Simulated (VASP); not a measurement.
# ZnSe (F-43m) in VASP: density of states with PBE

Aim: the density of states of ZnSe with PBE.

Everything below comes from runs of VASP 6.6.1. Logs are shortened: lines on timing, memory, paths and dates and some standing lists are left out, and cuts for length are marked.

## Step 1: The cell of the first run

It takes space group F-43m (No. 216, cubic). The conventional cell has a = 5.732 Å, b = 5.732 Å, c = 5.732 Å, α = 90.00°, β = 90.00°, γ = 90.00°. Within 3.3 Å of Zn (site symmetry -43m) lie 4 Se at 2.48 Å. Within 3.3 Å of Se (site symmetry -43m) lie 4 Zn at 2.48 Å.

## Step 2: Density of states, PBE

Input file POSCAR:

```
ZnSe
1.0
    0.0000000000      2.8659201419      2.8659201419
    2.8659201419      0.0000000000      2.8659201419
    2.8659201419      2.8659201419      0.0000000000
Zn Se
1 1
Direct
    0.0000000000      0.0000000000      0.0000000000
    0.2500000000      0.2500000000      0.2500000000
```

Input file INCAR.step1:

```
  PREC = Accurate
  ENCUT = 520
  EDIFF = 1E-6
  ISMEAR = 0
  SIGMA = 0.02
  LREAL = False
  LASPH = True
  NELM = 80
  ALGO = Normal
  ISIF = 2
  LWAVE = False
  LCHARG = True
  GGA = PE
  NBANDS = 16
```

Input file KPOINTS.step1:

```
regular mesh
0
Gamma
  8 8 8
```

Input file INCAR.step2:

```
  PREC = Accurate
  ENCUT = 520
  EDIFF = 1E-6
  ISMEAR = -5
  SIGMA = 0.02
  LREAL = False
  LASPH = True
  NELM = 80
  ALGO = Normal
  ISIF = 2
  LWAVE = False
  LCHARG = False
  GGA = PE
  LORBIT = 11
  NEDOS = 1001
  ICHARG = 11
```

Input file KPOINTS.step2:

```
regular mesh
0
Gamma
  12 12 12
```

Potentials or basis: VASP PAW PBE potentials, release 64 (Zn, Se).

The run is started by

```sh
$ cat potpaw_PBE.64/Zn/POTCAR potpaw_PBE.64/Se/POTCAR > POTCAR
$ cp INCAR.step1 INCAR
$ cp KPOINTS.step1 KPOINTS
$ mpirun -np 1 vasp_std > vasp.out
$ cp INCAR.step2 INCAR
$ cp KPOINTS.step2 KPOINTS
$ mpirun -np 1 vasp_std > vasp.out
```

OUTCAR:

```text
PREC = Accurate
   ENCUT = 520
   EDIFF = 1E-6
   ISMEAR = -5
   LREAL = False
   LASPH = True
   NELM = 80
   ISIF = 2
   GGA = PE
   LORBIT = 11
   ICHARG = 11

 ion  position               nearest neighbor table
   1  0.000  0.000  0.000-   2 2.48   2 2.48   2 2.48   2 2.48
   2  0.250  0.250  0.250-   1 2.48   1 2.48   1 2.48   1 2.48

  LATTYP: Found a face centered cubic cell.
 ALAT       =     5.7318402838

  Lattice vectors:

 A1 = (   0.0000000000,   2.8659201419,   2.8659201419)
 A2 = (   2.8659201419,   0.0000000000,   2.8659201419)
 A3 = (   2.8659201419,   2.8659201419,   0.0000000000)

Analysis of symmetry for initial positions (statically):
=====================================================================
 Subroutine PRICEL returns:
 Original cell was already a primitive cell.

 Routine SETGRP: Setting up the symmetry group for a
 face centered cubic supercell.

 Subroutine GETGRP returns: Found 24 space group operations
 (whereof 24 operations were pure point group operations)
 out of a pool of 48 trial point group operations.

The static configuration has the point symmetry T_d .

Analysis of symmetry for dynamics (positions and initial velocities):
=====================================================================
 Subroutine PRICEL returns:
 Original cell was already a primitive cell.

 Routine SETGRP: Setting up the symmetry group for a
 face centered cubic supercell.

 Subroutine GETGRP returns: Found 24 space group operations
 (whereof 24 operations were pure point group operations)
 out of a pool of 48 trial point group operations.

The dynamic configuration has the point symmetry T_d .

 Subroutine INISYM returns: Found 24 space group operations
 (whereof 24 operations are pure point group operations),
 and found     1 'primitive' translations

----------------------------------------------------------------------------------------

                                     Primitive cell

  volume of cell :      47.0785

  direct lattice vectors                    reciprocal lattice vectors
     0.000000000  2.865920142  2.865920142    -0.174464038  0.174464038  0.174464038
     2.865920142  0.000000000  2.865920142     0.174464038 -0.174464038  0.174464038
     2.865920142  2.865920142  0.000000000     0.174464038  0.174464038 -0.174464038

  length of vectors
     4.053023133  4.053023133  4.053023133     0.302180578  0.302180578  0.302180578

  position of ions in fractional coordinates (direct lattice)
     0.000000000  0.000000000  0.000000000
     0.250000000  0.250000000  0.250000000

  ion indices of the primitive-cell ions
   primitive index   ion index
                 1           1
                 2           2

----------------------------------------------------------------------------------------

 KPOINTS: regular mesh

Automatic generation of k-mesh.
 Grid dimensions read from file:
 generate k-points for:   12   12   12

 Generating k-lattice:

  Cartesian coordinates                     Fractional coordinates (reciprocal lattice)
    -0.014538670  0.014538670  0.014538670     0.083333333  0.000000000  0.000000000
     0.014538670 -0.014538670  0.014538670     0.000000000  0.083333333  0.000000000
     0.014538670  0.014538670 -0.014538670     0.000000000  0.000000000  0.083333333

  Length of vectors
     0.025181715  0.025181715  0.025181715

  Shift w.r.t. Gamma in fractional coordinates (k-lattice)
     0.000000000  0.000000000  0.000000000

 TETIRR: Found    247 inequivalent tetrahedra from    10368

 Subroutine IBZKPT returns following result:
 ===========================================

 Found     72 irreducible k-points:

 Following reciprocal coordinates:
            Coordinates               Weight
  0.000000  0.000000  0.000000      1.000000
  0.083333  0.000000  0.000000      8.000000
  0.166667  0.000000  0.000000      8.000000
  0.250000  0.000000  0.000000      8.000000
  0.333333  0.000000  0.000000      8.000000
  0.416667  0.000000  0.000000      8.000000
[... 16 lines left out ...]
  0.500000  0.166667  0.000000     24.000000
 -0.416667  0.166667  0.000000     24.000000
 [... further k-points ...]
   k-points           NKPTS =     72   k-points in BZ     NKDIM =     72   number of bands    NBANDS=     13
   number of dos      NEDOS =   1001   number of ions     NIONS =      2
   total plane-waves  NPLWV =  27000
   dimension x,y,z NGX =    30 NGY =   30 NGZ =   30
   dimension x,y,z NGXF=    60 NGYF=   60 NGZF=   60
   ions per type =               1   1
   NGX,Y,Z   is equivalent  to a cutoff of  12.31, 12.31, 12.31 a.u.
   NGXF,Y,Z  is equivalent  to a cutoff of  24.61, 24.61, 24.61 a.u.
 SYSTEM =  unknown system
   PREC   = accura    normal or accurate (medium, high low for compatibility)
   ISTART =      0    job   : 0-new  1-cont  2-samecut
   ICHARG =     11    charge: 1-file 2-atom 10-const
   ISPIN  =      1    spin polarized calculation?
   LNONCOLLINEAR =      F non collinear calculations
   LSORBIT =      F    spin-orbit coupling
   LASPH  =      T    aspherical Exc in radial PAW
   ENCUT  =  520.0 eV  38.22 Ry    6.18 a.u.   7.54  7.54  7.54*2*pi/ulx,y,z
   NELM   =     80;   NELMIN=  2; NELMDL=  0     # of ELM steps
   EDIFF  = 0.1E-05   stopping-criterion for ELM
   LREAL  =      F    real-space projection
   EDIFFG = 0.1E-04   stopping-criterion for IOM
   NSW    =      0    number of steps for IOM
   IBRION =     -1    ionic relax: 0-MD 1-quasi-New 2-CG
   NFREE  =      0    steps in history (QN), initial steepest desc. (CG)
   ISIF   =      2    stress and relaxation
   ISYM   =      2    0-nonsym 1-usesym 2-fastsym
   POTIM  = 0.5000    time-step for ionic-motion
   TEBEG  =    0.0;   TEEND  =   0.0 temperature during run
   PSTRESS=    0.0 pullay stress
   NELECT =      18.0000    total number of electrons
   NUPDOWN=      -1.0000    fix difference up-down
   EMIN   =  10.00;   EMAX   =-10.00  energy-range for DOS
   EFERMI =   0.00;   METHOD = LEGACY
   ISMEAR =    -5;   SIGMA  =   0.02  broadening in eV -4-tet -1-fermi 0-gaus
   EFERMI_NEDOS =   21; number of points for ismear=-14 and -15
   IALGO  =     38    algorithm
   IMIX   =      4    mixing-type and parameters
     AMIX     =   0.40;   BMIX     =  1.00
     AMIX_MAG =   1.60;   BMIX_MAG =  1.00
  volume/ion in A,a.u.               =      23.54       158.85
  Fermi-wavevector in a.u.,A,eV,Ry     =   1.188206  2.245383 19.209147  1.411832
  Thomas-Fermi vector in A             =   2.324340
   LORBIT       =     11    0 simple, 1 ext, 2 COOP (PROOUT), +10 PAW based schemes
   GGA     = PE    functional components
   LHFCALC =     F    Hartree Fock is set to
   AEXX    =    0.0000 exact exchange contribution
   IVDW    =     0    specifies the selected vdW correction
   LEPSILON=     F    determine dielectric tensor
   LRPA    =     F    only Hartree local field effects (RPA)
 non-spin polarized calculation
 Fermi weights with tetrahedron method with Bloechl corrections
  energy-cutoff  :      520.00
  volume of cell :       47.08
 maximum number of plane-waves:      1303

 number of electron      18.0000017 magnetization

 Free energy of the ion-electron system (eV)
  ---------------------------------------------------
  ext. energy  EPLUGINS =         0.00000000
  ---------------------------------------------------
  free energy    TOTEN  =        -6.03257578 eV

  energy without entropy =       -6.03257578  energy(sigma->0) =       -6.03257578

 E-fermi :   1.3453     XC(G=0):  -9.1680

 val. band max:        1.3290492740   @ k =   0.0000   0.0000   0.0000
 cond. band min:       2.4846811363   @ k =   0.0000   0.0000   0.0000
 fundamental gap:      1.1556318623
 Fermi energy:         1.3452653195

 k-point     1 :       0.0000    0.0000    0.0000
  band No.  band energies     occupation
      1     -11.7190      2.00000
      2      -5.1000      2.00000
      3      -5.0999      2.00000
      4      -5.0999      2.00000
      5      -4.7588      2.00000
      6      -4.7588      2.00000
      7       1.3290      2.00000
      8       1.3290      2.00000
      9       1.3290      2.00000
     10       2.4847      0.00000
     11       7.1384      0.00000
     12       7.1384      0.00000
     13       7.1384      0.00000

 k-point     2 :       0.0833    0.0000    0.0000
  band No.  band energies     occupation
      1     -11.6763      2.00000
      2      -5.0967      2.00000
      3      -5.0932      2.00000
      4      -5.0932      2.00000
      5      -4.7594      2.00000
      6      -4.7594      2.00000
      7       0.5880      2.00000
      8       1.2624      2.00000
      9       1.2624      2.00000
     10       3.1018      0.00000
     11       7.0638      0.00000
     12       7.2547      0.00000
     13       7.2547      0.00000

 k-point     3 :       0.1667    0.0000    0.0000
  band No.  band energies     occupation
      1     -11.5559      2.00000
      2      -5.0806      2.00000
      3      -5.0753      2.00000
      4      -5.0753      2.00000
      5      -4.7603      2.00000
      6      -4.7603      2.00000
      7      -0.5364      2.00000
      8       1.0916      2.00000
      9       1.0916      2.00000
     10       3.7636      0.00000
     11       7.1654      0.00000
     12       7.5239      0.00000
     13       7.5239      0.00000
[... 305 lines left out ...]
 k-point    23 :       0.5000    0.1667    0.0000
  band No.  band energies     occupation
      1     -10.9299      2.00000
      2      -5.0151      2.00000
      3      -4.9816      2.00000
      4      -4.8021      2.00000
      5      -4.7388      2.00000
      6      -4.6292      2.00000
      7      -3.3561      2.00000
      8      -0.4765      2.00000
      9       0.1474      2.00000
     10       4.8993      0.00000
     11       7.0883      0.00000
     12       8.6144      0.00000
     13       9.2316      0.00000

 k-point    24 :      -0.4167    0.1667    0.0000
  band No.  band energies     occupation
      1     -10.9151      2.00000
      2      -5.0101      2.00000
      3      -4.9859      2.00000
      4      -4.7744      2.00000
      5      -4.7490      2.00000
      6      -4.5989      2.00000
      7      -3.4495      2.00000
      8      -0.6320      2.00000
      9       0.2702      2.00000
     10       4.9253      0.00000
     11       7.1892      0.00000
     12       8.4451      0.00000
     13       9.6537      0.00000

 [... further k-points ...]

------------------------ aborting loop because EDIFF is reached ----------------------------------------

  FORCE on cell =-STRESS in cart. coord.  units (eV):
  Direction    XX          YY          ZZ          XY          YZ          ZX
  --------------------------------------------------------------------------------------
  -------------------------------------------------------------------------------------
  Total        0.0695972      0.0695972      0.0695972     -0.0000000     -0.0000000      0.0000000
  in kB        2.3685371      2.3685371      2.3685371     -0.0000000     -0.0000000      0.0000000
  external PRESSURE =       2.3685371 kB  Pullay stress =       0.0000000 kB

 VOLUME and BASIS-vectors are now :
 -----------------------------------------------------------------------------
  energy-cutoff  :      520.00
  volume of cell :       47.08
      direct lattice vectors                 reciprocal lattice vectors
     0.000000000  2.865920142  2.865920142    -0.174464038  0.174464038  0.174464038
     2.865920142  0.000000000  2.865920142     0.174464038 -0.174464038  0.174464038
     2.865920142  2.865920142  0.000000000     0.174464038  0.174464038 -0.174464038

 POSITION                                       TOTAL-FORCE (eV/Angst)
 -----------------------------------------------------------------------------------
      0.00000      0.00000      0.00000         0.000000     -0.000000      0.000000
      1.43296      1.43296      1.43296        -0.000000      0.000000     -0.000000
 -----------------------------------------------------------------------------------
    total drift:                               -0.000001     -0.000001     -0.000001

  FREE ENERGIE OF THE ION-ELECTRON SYSTEM (eV)
  ---------------------------------------------------
  free  energy   TOTEN  =        -6.0325757751 eV

  energy  without entropy=       -6.0325757751  energy(sigma->0) =       -6.03257578

 total charge

# of ion       s       p       d       tot
------------------------------------------
    1        0.527   0.421   9.783  10.731
    2        1.438   2.409   0.027   3.874
--------------------------------------------------
tot          1.965   2.830   9.810  14.605
```

Run time: 71 s. Hardware: 1 thread of Intel Xeon 8259CL, shared host; peak memory 0.19 GiB.

What came out:

```
Valence electrons inside the program's atomic spheres : Zn 10.73; Se 3.87
```

Levels at points of the mesh, in eV from the valence-band top:
| k point | band 5 | band 6 | band 7 | band 8 | band 9 | band 10 | band 11 | band 12 | band 13 |
| --- | --- | --- | --- | --- | --- | --- | --- | --- | --- |
| (0.00, 0.00, 0.00) | -6.09 | -6.09 | 0.00 | 0.00 | 0.00 | 1.16 | 5.81 | 5.81 | 5.81 |
| (0.50, 0.00, 0.00) | -6.07 | -5.94 | -5.01 | -0.82 | -0.82 | 2.48 | 6.38 | 6.38 | 8.48 |
| (0.50, 0.50, 0.00) | -6.04 | -5.92 | -4.61 | -2.07 | -2.07 | 3.06 | 3.46 | 10.50 | 11.02 |
